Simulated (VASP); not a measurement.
Set up this calculation in VASP 6.6.1, as the native input.

| Item | Value |
| --- | --- |
| Task | single point |
| Functional | r2SCAN |
| Potentials or basis | VASP PAW PBE potentials, release 64 (Pt) |
| Cutoff | 520 eV |
| k mesh | 16 × 16 × 16 |
| Occupations | fermi-dirac, width 0.1 eV |
| Spin | no spin polarisation |
| Dipole correction | no |
| Further INCAR settings | ALGO = Normal; EDIFF = 1e-06; NBANDS = 11 |

The system is Pt.

```
Pt
1.0
     0.00000    1.97077    1.97077
     1.97077    0.00000    1.97077
     1.97077    1.97077    0.00000
Pt
1
Cartesian
  0.0000 0.0000 0.0000
```

The input as run:

POSCAR

```
Pt
1.0
    0.0000000000      1.9707691395      1.9707691395
    1.9707691395      0.0000000000      1.9707691395
    1.9707691395      1.9707691395      0.0000000000
Pt
1
Direct
    0.0000000000      0.0000000000      0.0000000000
```

INCAR.step1

```
SYSTEM = Pt
PREC     = Accurate       ! precision mode
ENCUT    = 520            ! plane-wave cutoff, eV
ISMEAR   = -1             ! smearing method
SIGMA    = 0.1            ! smearing width, eV
LREAL    = .False.        ! projectors in reciprocal space
LASPH    = .True.         ! aspherical terms in the spheres
NELM     = 80             ! most SCF steps
NBANDS   = 11             ! bands
GGA      = PE             ! functional
ALGO     = Normal         ! electronic algorithm
EDIFF    = 1E-4           ! SCF threshold, eV
LWAVE    = .True.         ! write WAVECAR
LCHARG   = .False.        ! write CHGCAR
```

INCAR.step2

```
SYSTEM = Pt
PREC     = Accurate       ! precision mode
ENCUT    = 520            ! plane-wave cutoff, eV
EDIFF    = 1E-6           ! SCF threshold, eV
ISMEAR   = -1             ! smearing method
SIGMA    = 0.1            ! smearing width, eV
LREAL    = .False.        ! projectors in reciprocal space
LASPH    = .True.         ! aspherical terms in the spheres
NELM     = 80             ! most SCF steps
ALGO     = Normal         ! electronic algorithm
ISIF     = 2              ! what is computed and relaxed
LWAVE    = .False.        ! write WAVECAR
LCHARG   = .True.         ! write CHGCAR
METAGGA  = R2SCAN         ! meta-GGA
LMIXTAU  = .True.       
LELF     = .True.         ! ELF
LVHAR    = .True.       
NBANDS   = 11             ! bands
ISTART   = 1
```

KPOINTS

```
Automatic mesh
0
Gamma
  16 16 16
  0 0 0
```

Potentials or basis: VASP PAW PBE potentials, release 64 (Pt).

Run with:

```console
$ cat potpaw_PBE.64/Pt/POTCAR > POTCAR
$ cp INCAR.step1 INCAR
$ mpirun -np 1 vasp_std > vasp.out
$ cp INCAR.step2 INCAR
$ mpirun -np 1 vasp_std > vasp.out
```

It gave:

| Item | Value |
| --- | --- |
| Pressure | 0.7 GPa |
| Band gap on the k mesh | zero (bands 5 and 6 overlap by 2.32 eV) |

Caveat: the PAW data sets were made with another functional, which shifts forces and pressure a little; spin-orbit coupling is left out, which moves the levels of the heavy elements.

Wall time 58 s on 1 thread of Intel(R) Xeon(R) Platinum 8375C CPU @ 2.90GHz (Ice Lake) (shared host), peak memory 0.16 GiB.
